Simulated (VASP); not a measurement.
# ZnF2 (P4_2/mnm) in VASP: a series of runs

ZnF2 is run at these levels: PBE; tasks: single point.

All numbers are computed with VASP 6.6.1; they aren't measurements. Logs are shortened: lines on timing, memory, paths and dates and some standing lists are left out, and cuts for length are marked.

### 1 The cell of the first run

Symmetry: P4_2/mnm, No. 136, tetragonal system. Conventional cell: a = 4.703 Å, b = 4.703 Å, c = 3.111 Å, α = 90.00°, β = 90.00°, γ = 90.00°. Within 2.7 Å of Zn (site symmetry mmm) lie 6 F at 2.02 to 2.03 Å. F (site symmetry m2m) has 3 Zn at 2.02 to 2.03 Å and 1 F at 2.60 Å within 2.7 Å.

### 2 Single point, PBE (11.47 Å³/atom)

Contents of INCAR:

```
SYSTEM = ZnF2
ALGO = Normal
EDIFF = 1E-6
ENCUT = 600
GGA = PE
GGA_COMPAT = .False.
ISIF = 2
ISMEAR = 0
LASPH = .True.
LCHARG = .False.
LREAL = .False.
LWAVE = .False.
NBANDS = 35
NELM = 120
PREC = Accurate
SIGMA = 0.01
```

Contents of KPOINTS:

```
k-points
0
Gamma
  4 4 6
  0 0 0
```

Contents of POSCAR:

```
ZnF2
1.0
    4.7026857201      0.0000000000      0.0000000000
    0.0000000000      4.7026857201      0.0000000000
    0.0000000000      0.0000000000      3.1106541027
Zn F
2 4
Direct
    0.0000000000      0.0000000000      0.0000000000
    0.5000000000      0.5000000000      0.5000000000
    0.3043954841      0.3043954841      0.0000000000
    0.1956045159      0.8043954841      0.5000000000
    0.8043954841      0.1956045159      0.5000000000
    0.6956045159      0.6956045159      0.0000000000
```

Potentials or basis: VASP PAW PBE potentials, release 64 (Zn, F).

Command:

```
$ cat potpaw_PBE.64/Zn/POTCAR potpaw_PBE.64/F/POTCAR > POTCAR
$ mpirun -np 1 vasp_std > vasp.out
```

OUTCAR:

```text
SYSTEM = ZnF2
   EDIFF = 1E-6
   ENCUT = 600
   GGA = PE
   ISIF = 2
   ISMEAR = 0
   LASPH = .True.
   LREAL = .False.
   NELM = 120
   PREC = Accurate

 ion  position               nearest neighbor table
   1  0.000  0.000  0.000-   3 2.02   6 2.02   5 2.03   4 2.03   4 2.03   5 2.03
   2  0.500  0.500  0.500-   4 2.02   5 2.02   3 2.03   6 2.03   3 2.03   6 2.03
   3  0.304  0.304  0.000-   1 2.02   2 2.03   2 2.03
   4  0.196  0.804  0.500-   2 2.02   1 2.03   1 2.03
   5  0.804  0.196  0.500-   2 2.02   1 2.03   1 2.03
   6  0.696  0.696  0.000-   1 2.02   2 2.03   2 2.03

  LATTYP: Found a simple tetragonal cell.
 ALAT       =     4.7026857201
 C/A-ratio  =     0.6614633186

  Lattice vectors:

 A1 = (   4.7026857201,   0.0000000000,   0.0000000000)
 A2 = (   0.0000000000,   4.7026857201,   0.0000000000)
 A3 = (   0.0000000000,   0.0000000000,   3.1106541027)

Analysis of symmetry for initial positions (statically):
=====================================================================
 Subroutine PRICEL returns:
 Original cell was already a primitive cell.

 Routine SETGRP: Setting up the symmetry group for a
 simple tetragonal supercell.

 Subroutine GETGRP returns: Found 16 space group operations
 (whereof  8 operations were pure point group operations)
 out of a pool of 16 trial point group operations.

The static configuration has the point symmetry D_2h.
 The point group associated with its full space group is D_4h.

Analysis of symmetry for dynamics (positions and initial velocities):
=====================================================================
 Subroutine PRICEL returns:
 Original cell was already a primitive cell.

 Routine SETGRP: Setting up the symmetry group for a
 simple tetragonal supercell.

 Subroutine GETGRP returns: Found 16 space group operations
 (whereof  8 operations were pure point group operations)
 out of a pool of 16 trial point group operations.

The dynamic configuration has the point symmetry D_2h.
 The point group associated with its full space group is D_4h.

 Subroutine INISYM returns: Found 16 space group operations
 (whereof  8 operations are pure point group operations),
 and found     1 'primitive' translations

----------------------------------------------------------------------------------------

                                     Primitive cell

  volume of cell :      68.7929

  direct lattice vectors                    reciprocal lattice vectors
     4.702685720  0.000000000  0.000000000     0.212644446  0.000000000  0.000000000
     0.000000000  4.702685720  0.000000000     0.000000000  0.212644446  0.000000000
     0.000000000  0.000000000  3.110654103     0.000000000  0.000000000  0.321475795

  length of vectors
     4.702685720  4.702685720  3.110654103     0.212644446  0.212644446  0.321475795

  position of ions in fractional coordinates (direct lattice)
     0.000000000  0.000000000  0.000000000
     0.500000000  0.500000000  0.500000000
     0.304395484  0.304395484  0.000000000
     0.195604516  0.804395484  0.500000000
     0.804395484  0.195604516  0.500000000
     0.695604516  0.695604516  0.000000000

  ion indices of the primitive-cell ions
   primitive index   ion index
                 1           1
                 2           2
                 3           3
                 4           4
                 5           5
                 6           6

----------------------------------------------------------------------------------------

 KPOINTS: k-points

Automatic generation of k-mesh.
 Grid dimensions read from file:
 generate k-points for:    4    4    6

 Generating k-lattice:

  Cartesian coordinates                     Fractional coordinates (reciprocal lattice)
     0.053161112  0.000000000  0.000000000     0.250000000  0.000000000  0.000000000
     0.000000000  0.053161112  0.000000000     0.000000000  0.250000000  0.000000000
     0.000000000  0.000000000  0.053579299     0.000000000  0.000000000  0.166666667

  Length of vectors
     0.053161112  0.053161112  0.053579299

  Shift w.r.t. Gamma in fractional coordinates (k-lattice)
     0.000000000  0.000000000  0.000000000

 Subroutine IBZKPT returns following result:
 ===========================================

 Found     24 irreducible k-points:

 Following reciprocal coordinates:
            Coordinates               Weight
  0.000000  0.000000  0.000000      1.000000
  0.250000  0.000000  0.000000      4.000000
  0.500000  0.000000  0.000000      2.000000
  0.250000  0.250000  0.000000      4.000000
  0.500000  0.250000  0.000000      4.000000
  0.500000  0.500000  0.000000      1.000000
[... 16 lines left out ...]
  0.500000  0.250000  0.500000      4.000000
  0.500000  0.500000  0.500000      1.000000
   k-points           NKPTS =     24   k-points in BZ     NKDIM =     24   number of bands    NBANDS=     35
   number of dos      NEDOS =    301   number of ions     NIONS =      6
   total plane-waves  NPLWV =  44800
   dimension x,y,z NGX =    40 NGY =   40 NGZ =   28
   dimension x,y,z NGXF=    80 NGYF=   80 NGZF=   56
   ions per type =               2   4
   NGX,Y,Z   is equivalent  to a cutoff of  14.14, 14.14, 14.96 a.u.
   NGXF,Y,Z  is equivalent  to a cutoff of  28.28, 28.28, 29.93 a.u.
 SYSTEM =  ZnF2
   PREC   = accura    normal or accurate (medium, high low for compatibility)
   ISTART =      0    job   : 0-new  1-cont  2-samecut
   ICHARG =      2    charge: 1-file 2-atom 10-const
   ISPIN  =      1    spin polarized calculation?
   LNONCOLLINEAR =      F non collinear calculations
   LSORBIT =      F    spin-orbit coupling
   LASPH  =      T    aspherical Exc in radial PAW
   ENCUT  =  600.0 eV  44.10 Ry    6.64 a.u.   9.39  9.39  6.21*2*pi/ulx,y,z
   NELM   =    120;   NELMIN=  2; NELMDL= -5     # of ELM steps
   EDIFF  = 0.1E-05   stopping-criterion for ELM
   LREAL  =      F    real-space projection
[... 7 lines left out ...]
   TEBEG  =    0.0;   TEEND  =   0.0 temperature during run
   PSTRESS=    0.0 pullay stress
   NELECT =      52.0000    total number of electrons
   NUPDOWN=      -1.0000    fix difference up-down
   EMIN   =  10.00;   EMAX   =-10.00  energy-range for DOS
   EFERMI =   0.00;   METHOD = LEGACY
   ISMEAR =     0;   SIGMA  =   0.01  broadening in eV -4-tet -1-fermi 0-gaus
   EFERMI_NEDOS =   21; number of points for ismear=-14 and -15
   IALGO  =     38    algorithm
   IMIX   =      4    mixing-type and parameters
     AMIX     =   0.40;   BMIX     =  1.00
     AMIX_MAG =   1.60;   BMIX_MAG =  1.00
  volume/ion in A,a.u.               =      11.47        77.37
  Fermi-wavevector in a.u.,A,eV,Ry     =   1.491288  2.818125 30.258522  2.223939
  Thomas-Fermi vector in A             =   2.603962
   LORBIT       =      0    0 simple, 1 ext, 2 COOP (PROOUT), +10 PAW based schemes
   GGA     = PE    functional components
   LHFCALC =     F    Hartree Fock is set to
   AEXX    =    0.0000 exact exchange contribution
   IVDW    =     0    specifies the selected vdW correction
   LEPSILON=     F    determine dielectric tensor
   LRPA    =     F    only Hartree local field effects (RPA)
 non-spin polarized calculation
 Gauss-broadening in eV      SIGMA  =   0.01
  energy-cutoff  :      600.00
  volume of cell :       68.79
 maximum number of plane-waves:      2317
 NGX is ok and might be reduce to    40
   NGX = 19   NGY = 19   NGZ = 13

 number of electron      52.0000007 magnetization

 Free energy of the ion-electron system (eV)
  ---------------------------------------------------
  ext. energy  EPLUGINS =         0.00000000
  ---------------------------------------------------
  free energy    TOTEN  =       -23.13228588 eV

  energy without entropy =      -23.13228588  energy(sigma->0) =      -23.13228588

 E-fermi :  -0.9575     XC(G=0): -10.3161

 val. band max:       -1.0569006232   @ k =   0.0000   0.0000   0.0000
 cond. band min:       2.5059087805   @ k =   0.0000   0.0000   0.0000
 fundamental gap:      3.5628094037
 Fermi energy:        -0.9575327902

 k-point     1 :       0.0000    0.0000    0.0000
  band No.  band energies     occupation
      1     -23.0160      2.00000
      2     -22.2212      2.00000
      3     -22.2212      2.00000
      4     -22.1973      2.00000
      5      -7.3641      2.00000
      6      -6.4586      2.00000
[... 27 lines left out ...]
     34      13.9710      0.00000
     35      13.9822      0.00000

 k-point     2 :       0.2500    0.0000    0.0000
  band No.  band energies     occupation
      1     -22.9212      2.00000
      2     -22.4021      2.00000
      3     -22.2020      2.00000
      4     -22.1428      2.00000
      5      -7.0747      2.00000
      6      -6.3802      2.00000
[... 27 lines left out ...]
     34      14.9276      0.00000
     35      14.9833      0.00000

 k-point     3 :       0.5000    0.0000    0.0000
  band No.  band energies     occupation
      1     -22.6791      2.00000
      2     -22.6791      2.00000
      3     -22.1609      2.00000
      4     -22.1609      2.00000
      5      -6.4770      2.00000
      6      -6.4770      2.00000
[... 27 lines left out ...]
     34      14.5868      0.00000
     35      15.8221      0.00000
[... 723 lines left out ...]
 k-point    23 :       0.5000    0.2500    0.5000
  band No.  band energies     occupation
      1     -22.3910      2.00000
      2     -22.3910      2.00000
      3     -22.2180      2.00000
      4     -22.2180      2.00000
      5      -6.4808      2.00000
      6      -6.4808      2.00000
[... 27 lines left out ...]
     34      12.5789      0.00000
     35      15.1962      0.00000

 k-point    24 :       0.5000    0.5000    0.5000
  band No.  band energies     occupation
      1     -22.3963      2.00000
      2     -22.3963      2.00000
      3     -22.2099      2.00000
      4     -22.2099      2.00000
      5      -6.6234      2.00000
      6      -6.6234      2.00000
[... 27 lines left out ...]
     34      11.7155      0.00000
     35      16.1469      0.00000

------------------------ aborting loop because EDIFF is reached ----------------------------------------

  FORCE on cell =-STRESS in cart. coord.  units (eV):
  Direction    XX          YY          ZZ          XY          YZ          ZX
  --------------------------------------------------------------------------------------
  -------------------------------------------------------------------------------------
  Total        3.1363363      3.1363363      4.0051988      0.0000000      0.0000000      0.0000000
  in kB       73.0448447     73.0448447     93.2805345      0.0000000      0.0000000      0.0000000
  external PRESSURE =      79.7900746 kB  Pullay stress =       0.0000000 kB

 VOLUME and BASIS-vectors are now :
 -----------------------------------------------------------------------------
  energy-cutoff  :      600.00
  volume of cell :       68.79
      direct lattice vectors                 reciprocal lattice vectors
     4.702685720  0.000000000  0.000000000     0.212644446  0.000000000  0.000000000
     0.000000000  4.702685720  0.000000000     0.000000000  0.212644446  0.000000000
     0.000000000  0.000000000  3.110654103     0.000000000  0.000000000  0.321475795

 POSITION                                       TOTAL-FORCE (eV/Angst)
 -----------------------------------------------------------------------------------
      0.00000      0.00000      0.00000         0.000000     -0.000000     -0.000000
      2.35134      2.35134      1.55533         0.000000     -0.000000     -0.000000
      1.43148      1.43148      0.00000        -0.098245     -0.098245      0.000000
      0.91987      3.78282      1.55533         0.098245     -0.098245     -0.000000
      3.78282      0.91987      1.55533        -0.098245      0.098245     -0.000000
      3.27121      3.27121      0.00000         0.098245      0.098245     -0.000000
 -----------------------------------------------------------------------------------
    total drift:                               -0.000000      0.000000     -0.000000

  FREE ENERGIE OF THE ION-ELECTRON SYSTEM (eV)
  ---------------------------------------------------
  free  energy   TOTEN  =       -23.1322858826 eV

  energy  without entropy=      -23.1322858826  energy(sigma->0) =      -23.13228588
```

Run time: 31 s. Hardware: 1 thread of Intel Xeon 6975P-C (Granite Rapids), shared host; peak memory 0.22 GiB.

What came out:

- Free energy: -23.1323 eV
- Pressure: 8.0 GPa
- Largest force: 0.139 eV/Å
- Band gap on the k mesh: 3.56 eV

Forces in eV/Å, atoms in the order of the input:
```
Zn   0.000  0.000  0.000
Zn   0.000  0.000  0.000
F   -0.098 -0.098  0.000
F    0.098 -0.098  0.000
F   -0.098  0.098  0.000
F    0.098  0.098  0.000
```

Caveat: the cell stands under pressure; the structure was generated, so it needn't be the stable form of ZnF2.

### 3 Single point, PBE (11.83 Å³/atom)

This run uses another cell than the first one, of 11.83 Å³/atom.

Contents of INCAR:

```
PREC = Accurate
ENCUT = 600
EDIFF = 1E-6
ISMEAR = 0
SIGMA = 0.01
LREAL = False
LASPH = True
NELM = 120
ALGO = Normal
ISIF = 2
LWAVE = False
LCHARG = False
GGA = PE
NBANDS = 35
GGA_COMPAT = False
```

Contents of KPOINTS:

```
regular mesh
0
Gamma
  4 4 6
```

Changes to POSCAR since step 2:

```diff
@@ -2,5 +2,5 @@
 1.0
-    4.7026857201      0.0000000000      0.0000000000
-    0.0000000000      4.7026857201      0.0000000000
-    0.0000000000      0.0000000000      3.1106541027
+    4.7521913131      0.0000000000      0.0000000000
+    0.0000000000      4.7521913131      0.0000000000
+    0.0000000000      0.0000000000      3.1434002365
 Zn F
```

Potentials or basis: VASP PAW PBE potentials, release 64 (Zn, F).

Command:

```
$ cat potpaw_PBE.64/Zn/POTCAR potpaw_PBE.64/F/POTCAR > POTCAR
$ mpirun -np 1 vasp_std > vasp.out
```

Wall time 30 s (1 thread of Intel Xeon 6975P-C (Granite Rapids), shared host); peak memory 0.22 GiB.

The run converged. Its results:

* Free energy: -23.2183 eV
* Pressure: 3.9 GPa
* Largest force: 0.072 eV/Å
* Band gap on the k mesh: 3.51 eV

Forces in eV/Å, atoms in the order of the input:
```
Zn   0.000  0.000  0.000
Zn   0.000  0.000  0.000
F   -0.051 -0.051  0.000
F    0.051 -0.051  0.000
F   -0.051  0.051  0.000
F    0.051  0.051  0.000
```

Stress tensor (GPa, compression positive):
```
3.54 0.00 0.00
0.00 3.54 0.00
0.00 0.00 4.61
```

Levels at points of the mesh, in eV from the valence-band top:
| k point | band 24 | band 25 | band 26 | band 27 | band 28 | band 29 |
| --- | --- | --- | --- | --- | --- | --- |
| (0.00, 0.00, 0.00) | -0.26 | -0.26 | 0.00 | 3.51 | 9.23 | 9.70 |
| (0.50, 0.00, 0.00) | -0.59 | -0.34 | -0.34 | 6.07 | 6.07 | 10.59 |
| (0.50, 0.50, 0.00) | -1.15 | -0.28 | -0.28 | 6.95 | 6.95 | 9.20 |
| (0.00, 0.00, 0.50) | -1.25 | -1.14 | -1.14 | 8.22 | 8.22 | 11.88 |
| (0.50, 0.00, 0.50) | -1.22 | -0.02 | -0.02 | 8.69 | 8.69 | 10.35 |
| (0.50, 0.50, 0.50) | -1.14 | -0.78 | -0.78 | 8.05 | 8.05 | 11.50 |

Caveat: the cell stands under pressure; the structure was generated, so it needn't be the stable form of ZnF2.

### 4 Single point, PBE

This run uses another cell than the first one, of 12.20 Å³/atom.

Contents of INCAR:

```
SYSTEM = ZnF2
  ALGO = Normal
  EDIFF = 1E-6
  ENCUT = 600
  GGA = PE
  GGA_COMPAT = .FALSE.
  ISIF = 2
  ISMEAR = 0
  LASPH = .TRUE.
  LCHARG = .FALSE.
  LREAL = .FALSE.
  LWAVE = .FALSE.
  NBANDS = 35
  NELM = 120
  PREC = Accurate
  SIGMA = 0.01
```

Contents of KPOINTS:

```
k-points
0
G
  4 4 6
  0 0 0
```

Changes to POSCAR since step 3:

```diff
@@ -2,5 +2,5 @@
 1.0
-    4.7521913131      0.0000000000      0.0000000000
-    0.0000000000      4.7521913131      0.0000000000
-    0.0000000000      0.0000000000      3.1434002365
+    4.8006864106      0.0000000000      0.0000000000
+    0.0000000000      4.8006864106      0.0000000000
+    0.0000000000      0.0000000000      3.1754779647
 Zn F
```

Potentials or basis: VASP PAW PBE potentials, release 64 (Zn, F).

Command:

```
$ cat potpaw_PBE.64/Zn/POTCAR potpaw_PBE.64/F/POTCAR > POTCAR
$ mpirun -np 1 vasp_std > vasp.out
```

OUTCAR:

```text
SYSTEM = ZnF2
   EDIFF = 1E-6
   ENCUT = 600
   GGA = PE
   ISIF = 2
   ISMEAR = 0
   LASPH = .TRUE.
   LREAL = .FALSE.
   NELM = 120
   PREC = Accurate

 ion  position               nearest neighbor table
   1  0.000  0.000  0.000-   3 2.07   6 2.07   5 2.07   4 2.07   4 2.07   5 2.07
   2  0.500  0.500  0.500-   4 2.07   5 2.07   3 2.07   6 2.07   3 2.07   6 2.07
   3  0.304  0.304  0.000-   1 2.07   2 2.07   2 2.07
   4  0.196  0.804  0.500-   2 2.07   1 2.07   1 2.07
   5  0.804  0.196  0.500-   2 2.07   1 2.07   1 2.07
[... 1120 lines left out ...]
  -------------------------------------------------------------------------------------
  Total        0.1051130      0.1051130      0.2261136      0.0000000      0.0000000      0.0000000
  in kB        2.3011824      2.3011824      4.9501861      0.0000000      0.0000000      0.0000000
  external PRESSURE =       3.1841836 kB  Pullay stress =       0.0000000 kB

 VOLUME and BASIS-vectors are now :
 -----------------------------------------------------------------------------
  energy-cutoff  :      600.00
  volume of cell :       73.18
      direct lattice vectors                 reciprocal lattice vectors
     4.800686411  0.000000000  0.000000000     0.208303545  0.000000000  0.000000000
     0.000000000  4.800686411  0.000000000     0.000000000  0.208303545  0.000000000
     0.000000000  0.000000000  3.175477965     0.000000000  0.000000000  0.314913223

 POSITION                                       TOTAL-FORCE (eV/Angst)
 -----------------------------------------------------------------------------------
      0.00000      0.00000      0.00000         0.000000      0.000000      0.000000
      2.40034      2.40034      1.58774         0.000000      0.000000      0.000000
      1.46131      1.46131      0.00000        -0.009724     -0.009724     -0.000000
      0.93904      3.86165      1.58774         0.009724     -0.009724      0.000000
      3.86165      0.93904      1.58774        -0.009724      0.009724      0.000000
      3.33938      3.33938      0.00000         0.009724      0.009724      0.000000
 -----------------------------------------------------------------------------------
    total drift:                               -0.000000      0.000000     -0.000000

  FREE ENERGIE OF THE ION-ELECTRON SYSTEM (eV)
  ---------------------------------------------------
  free  energy   TOTEN  =       -23.2525393395 eV

  energy  without entropy=      -23.2525393395  energy(sigma->0) =      -23.25253934
```

stdout:

```text
POSCAR found type information on POSCAR ZnF
 POSCAR found :  2 types and       6 ions
 scaLAPACK will be used
 LDA part: xc-table for (Slater+PW92), standard interpolation
 POSCAR, INCAR and KPOINTS ok, starting setup
 FFT: planning ... GRIDC
 FFT: planning ... GRID_SOFT
 FFT: planning ... GRID
 WAVECAR not read
 entering main loop
```

It took 32 s on 1 thread of Intel Xeon 6975P-C (Granite Rapids), shared host; peak memory 0.22 GiB.

Results:

| Quantity | Value |
| --- | --- |
| Free energy | -23.2525 eV |
| Pressure | 0.3 GPa |
| Largest force | 0.014 eV/Å |
| Band gap on the k mesh | 3.46 eV |

Forces in eV/Å, atoms in the order of the input:
```
Zn   0.000  0.000  0.000
Zn   0.000  0.000  0.000
F   -0.010 -0.010  0.000
F    0.010 -0.010  0.000
F   -0.010  0.010  0.000
F    0.010  0.010  0.000
```

Stress tensor (GPa, compression positive):
```
0.23 0.00 0.00
0.00 0.23 0.00
0.00 0.00 0.50
```

Caveat: the structure was generated, so it needn't be the stable form of ZnF2.

(Part 1 of 2 ends here.)
